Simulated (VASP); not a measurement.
Input of a VASP 6.6.1 run:

Contents of INCAR:

```
SYSTEM = B
PREC = Accurate
ENCUT = 520
EDIFF = 1E-7
ISMEAR = 1
SIGMA = 0.3
LREAL = .False.
LASPH = .True.
NELM = 100
ALGO = Normal
ISIF = 2
LWAVE = .False.
LCHARG = .True.
GGA = CA
LELF = .True.
LVHAR = .True.
NBANDS = 8
```

KPOINTS

```
regular mesh
0
Gamma
  19 19 8
  0 0 0
```

File POSCAR:

```
B
1.0
    1.7412650244      0.0000000000      0.0000000000
   -0.8706325122      1.5079796515      0.0000000000
    0.0000000000      0.0000000000      3.7183438059
B
1
Direct
    0.0000000000      0.0000000000      0.0000000000
```

Potentials or basis: VASP PAW LDA potentials, release 64 (B).

The run is started by

```sh
$ cat potpaw_LDA.64/B/POTCAR > POTCAR
$ mpirun -np 1 vasp_std > vasp.out
```

Question: Estimate the pressure.

Answer: -13.7 GPa.

Stress tensor (GPa, compression positive):
```
-20.21   0.00   0.00
  0.00 -20.21   0.00
  0.00   0.00  -0.75
```
